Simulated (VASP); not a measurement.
# B109N107 (a cell with a defect) in VASP: single point with PBE

Aim: the single point of B109N107 (a cell with a defect) with PBE.

Program: VASP 6.6.1. These are calculated values, not measurements. Logs are shortened: lines on timing, memory, paths and dates and some standing lists are left out, and cuts for length are marked.

### 1 The cell of the first run

The cell holds a defect, 216 atoms: a = 12.930 Å, b = 12.930 Å, c = 12.991 Å, α = 90.00°, β = 90.00°, γ = 120.00°.

### 2 Single point, PBE

Input file INCAR:

```
PREC     = Accurate       # precision mode
ENCUT    = 520            # plane-wave cutoff, eV
EDIFF    = 1E-6           # SCF threshold, eV
ISMEAR   = 0              # smearing method
SIGMA    = 0.01           # smearing width, eV
LREAL    = Auto         
LASPH    = T              # aspherical terms in the spheres
NELM     = 120            # most SCF steps
ALGO     = Normal         # electronic algorithm
ISIF     = 2              # what is computed and relaxed
LWAVE    = F              # write WAVECAR
LCHARG   = F              # write CHGCAR
GGA      = PE             # functional
NBANDS   = 545            # bands
GGA_COMPAT= F            
NCORE    = 4
```

Input file KPOINTS:

```
regular mesh
0
Gamma
  1 1 1
```

Input file POSCAR:

```
B109N107
1.0
   11.1975469263      6.4649067321      0.0000000000
  -11.1975469263      6.4649067321      0.0000000000
    0.0000000000      0.0000000000     12.9909657500
B N
109 107
Direct
   -0.0000292370      0.2229022771      0.1262308264
    0.1110368891      0.1117192199      0.1252286135
    0.2222299117      0.0006651087      0.1268285758
    0.0001922180      0.1110234953      0.3794320590
    0.1115404091     -0.0002966139      0.3797665573
    0.2223311298      0.2218482015      0.3680892608
[... 208 lines left out ...]
    0.7776967424      0.6664494631      0.6243179114
    0.8888364079      0.8886903199      0.6272987302
```

Potentials or basis: VASP PAW PBE potentials, release 64 (B, N).

The run is started by

```sh
$ cat potpaw_PBE.64/B/POTCAR potpaw_PBE.64/N/POTCAR > POTCAR
$ mpirun -np 4 vasp_gam > vasp.out
```

OUTCAR:

```text
PREC = Accurate
   ENCUT = 520
   EDIFF = 1E-6
   ISMEAR = 0
   LREAL = Auto
   LASPH = T
   NELM = 120
   ISIF = 2
   GGA = PE

 ion  position               nearest neighbor table
   1  1.000  0.223  0.126- 186 1.44 113 1.44 126 1.44
   2  0.111  0.112  0.125- 113 1.44 114 1.44 115 1.44
   3  0.222  0.001  0.127- 139 1.44 114 1.44 149 1.44
   4  0.000  0.111  0.379- 183 1.43 110 1.44 111 1.44
   5  0.112  1.000  0.380- 134 1.43 112 1.44 111 1.44
   6  0.222  0.222  0.368- 111 1.44 146 1.45 124 1.45
[... 208 lines left out ...]
 215  0.778  0.666  0.624- 105 1.44 106 1.44  92 1.44
 216  0.889  0.889  0.627-  31 1.44  82 1.44 105 1.44

  LATTYP: Found a hexagonal cell.
 ALAT       =    12.9298134643
 C/A-ratio  =     1.0047295567

  Lattice vectors:

 A1 = (  11.1975469263,   6.4649067321,   0.0000000000)
 A2 = ( -11.1975469263,   6.4649067321,   0.0000000000)
 A3 = (   0.0000000000,   0.0000000000,  12.9909657500)

Analysis of symmetry for initial positions (statically):
=====================================================================
 Subroutine PRICEL returns:
 Original cell was already a primitive cell.

 Routine SETGRP: Setting up the symmetry group for a
 hexagonal supercell.

 Subroutine GETGRP returns: Found  1 space group operations
 (whereof  1 operations were pure point group operations)
 out of a pool of 24 trial point group operations.

The static configuration has the point symmetry C_1 .

Analysis of symmetry for dynamics (positions and initial velocities):
=====================================================================
 Subroutine PRICEL returns:
 Original cell was already a primitive cell.

 Routine SETGRP: Setting up the symmetry group for a
 hexagonal supercell.

 Subroutine GETGRP returns: Found  1 space group operations
 (whereof  1 operations were pure point group operations)
 out of a pool of 24 trial point group operations.

The dynamic configuration has the point symmetry C_1 .

 Subroutine INISYM returns: Found  1 space group operations
 (whereof  1 operations are pure point group operations),
 and found     1 'primitive' translations

----------------------------------------------------------------------------------------

                                     Primitive cell

  volume of cell :    1880.8605

  direct lattice vectors                    reciprocal lattice vectors
    11.197546926  6.464906732  0.000000000     0.044652637  0.077340636  0.000000000
   -11.197546926  6.464906732  0.000000000    -0.044652637  0.077340636  0.000000000
     0.000000000  0.000000000 12.990965750     0.000000000  0.000000000  0.076976571

  length of vectors
    12.929813464 12.929813464 12.990965750     0.089305274  0.089305274  0.076976571

  position of ions in fractional coordinates (direct lattice)
     0.999970763  0.222902277  0.126230826
     0.111036889  0.111719220  0.125228613
     0.222229912  0.000665109  0.126828576
     0.000192218  0.111023495  0.379432059
     0.111540409  0.999703386  0.379766557
     0.222331130  0.221848202  0.368089261
[... 127 lines left out ...]
     0.000665750  0.889043556  0.380915470
     0.111069937  0.777188655  0.381987083
   k-points           NKPTS =      1   k-points in BZ     NKDIM =      1   number of bands    NBANDS=    545
   number of dos      NEDOS =    301   number of ions     NIONS =    216
   total plane-waves  NPLWV = 903168
   dimension x,y,z NGX =    96 NGY =   96 NGZ =   98
   dimension x,y,z NGXF=   192 NGYF=  192 NGZF=  196
   ions per type =             109 107
   NGX,Y,Z   is equivalent  to a cutoff of  12.34, 12.34, 12.54 a.u.
   NGXF,Y,Z  is equivalent  to a cutoff of  24.69, 24.69, 25.08 a.u.
 SYSTEM =  unknown system
   PREC   = accura    normal or accurate (medium, high low for compatibility)
   ISTART =      0    job   : 0-new  1-cont  2-samecut
   ICHARG =      2    charge: 1-file 2-atom 10-const
   ISPIN  =      1    spin polarized calculation?
   LNONCOLLINEAR =      F non collinear calculations
   LSORBIT =      F    spin-orbit coupling
   LASPH  =      T    aspherical Exc in radial PAW
   ENCUT  =  520.0 eV  38.22 Ry    6.18 a.u.  24.04 24.04 24.15*2*pi/ulx,y,z
   NELM   =    120;   NELMIN=  2; NELMDL= -5     # of ELM steps
   EDIFF  = 0.1E-05   stopping-criterion for ELM
   LREAL  =      T    real-space projection
   EDIFFG = 0.1E-04   stopping-criterion for IOM
   NSW    =      0    number of steps for IOM
[... 5 lines left out ...]
   TEBEG  =    0.0;   TEEND  =   0.0 temperature during run
   PSTRESS=    0.0 pullay stress
   NELECT =     862.0000    total number of electrons
   NUPDOWN=      -1.0000    fix difference up-down
   EMIN   =  10.00;   EMAX   =-10.00  energy-range for DOS
   EFERMI =   0.00;   METHOD = LEGACY
   ISMEAR =     0;   SIGMA  =   0.01  broadening in eV -4-tet -1-fermi 0-gaus
   EFERMI_NEDOS =   21; number of points for ismear=-14 and -15
   IALGO  =     38    algorithm
   IMIX   =      4    mixing-type and parameters
     AMIX     =   0.40;   BMIX     =  1.00
     AMIX_MAG =   1.60;   BMIX_MAG =  1.00
  volume/ion in A,a.u.               =       8.71        58.76
  Fermi-wavevector in a.u.,A,eV,Ry     =   1.262191  2.385195 21.675795  1.593126
  Thomas-Fermi vector in A             =   2.395612
   LORBIT       =      0    0 simple, 1 ext, 2 COOP (PROOUT), +10 PAW based schemes
   GGA     = PE    functional components
   LHFCALC =     F    Hartree Fock is set to
   AEXX    =    0.0000 exact exchange contribution
   IVDW    =     0    specifies the selected vdW correction
   LEPSILON=     F    determine dielectric tensor
   LRPA    =     F    only Hartree local field effects (RPA)
 non-spin polarized calculation
 Gauss-broadening in eV      SIGMA  =   0.01
  energy-cutoff  :      520.00
  volume of cell :     1880.86
 maximum number of plane-waves:     25255
   NGX = 49   NGY = 49   NGZ = 49

 number of electron     861.9999984 magnetization

 Free energy of the ion-electron system (eV)
  ---------------------------------------------------
  ext. energy  EPLUGINS =         0.00000000
  ---------------------------------------------------
  free energy    TOTEN  =     -1886.67144415 eV

  energy without entropy =    -1886.67144415  energy(sigma->0) =    -1886.67144415

 E-fermi :   3.3082     XC(G=0): -10.2542

 val. band max:        3.2359932810   @ k =   0.0000   0.0000   0.0000
 cond. band min:       4.7557767659   @ k =   0.0000   0.0000   0.0000
 fundamental gap:      1.5197834850
 Fermi energy:         3.3082085334

 k-point     1 :       0.0000    0.0000    0.0000
  band No.  band energies     occupation
      1     -15.4157      2.00000
      2     -15.2620      2.00000
      3     -15.2127      2.00000
      4     -15.0466      2.00000
      5     -14.7003      2.00000
      6     -14.6975      2.00000
[... 435 lines left out ...]
    442       7.2260      0.00000
    443       7.2739      0.00000
 [bands above 443 left out]

------------------------ aborting loop because EDIFF is reached ----------------------------------------

  FORCE on cell =-STRESS in cart. coord.  units (eV):
  Direction    XX          YY          ZZ          XY          YZ          ZX
  --------------------------------------------------------------------------------------
  -------------------------------------------------------------------------------------
  Total      144.7998819    144.9179798     42.3077603      0.1190712     -0.0673733      0.1102495
  in kB      123.3451853    123.4457849     36.0391077      0.1014287     -0.0573908      0.0939141
  external PRESSURE =      94.2766926 kB  Pullay stress =       0.0000000 kB

 VOLUME and BASIS-vectors are now :
 -----------------------------------------------------------------------------
  energy-cutoff  :      520.00
  volume of cell :     1880.86
      direct lattice vectors                 reciprocal lattice vectors
    11.197546926  6.464906732  0.000000000     0.044652637  0.077340636  0.000000000
   -11.197546926  6.464906732  0.000000000    -0.044652637  0.077340636  0.000000000
     0.000000000  0.000000000 12.990965750     0.000000000  0.000000000  0.076976571

 POSITION                                       TOTAL-FORCE (eV/Angst)
 -----------------------------------------------------------------------------------
      8.70126      7.90576      1.63986        -0.001153      0.000193     -0.001781
     -0.00764      1.44010      1.62684         0.000123      0.002863     -0.002841
      2.48098      1.44100      1.64763        -0.000582      0.000042     -0.000178
     -1.24104      0.71900      4.92919        -0.007788      0.000488     -0.000650
     -9.94525      7.18409      4.93353         0.005397      0.000035     -0.000347
      0.00541      2.87158      4.78183        -0.000338     -0.005999     -0.003236
[... 208 lines left out ...]
      1.24570      9.33627      8.11049        -0.000315     -0.002307      0.002021
      0.00164     11.49154      8.14922         0.000132     -0.000264      0.000623
 -----------------------------------------------------------------------------------
    total drift:                               -0.007887      0.007704     -0.008399

  FREE ENERGIE OF THE ION-ELECTRON SYSTEM (eV)
  ---------------------------------------------------
  free  energy   TOTEN  =     -1886.6714441528 eV

  energy  without entropy=    -1886.6714441528  energy(sigma->0) =    -1886.67144415
```

Wall time 10 min (4 MPI ranks of Intel Xeon Platinum 8259CL at 2.50GHz (Skylake/Cascade Lake), shared host); peak memory 0.57 GiB.

Results:

| Item | Value |
| --- | --- |
| Free energy | -1886.6714 eV |
| Pressure | 9.4 GPa |
| Largest force | 0.023 eV/Å |
| Band gap on the k mesh | 1.52 eV |

Caveat: the k points lie up to 0.56 Å⁻¹ apart.
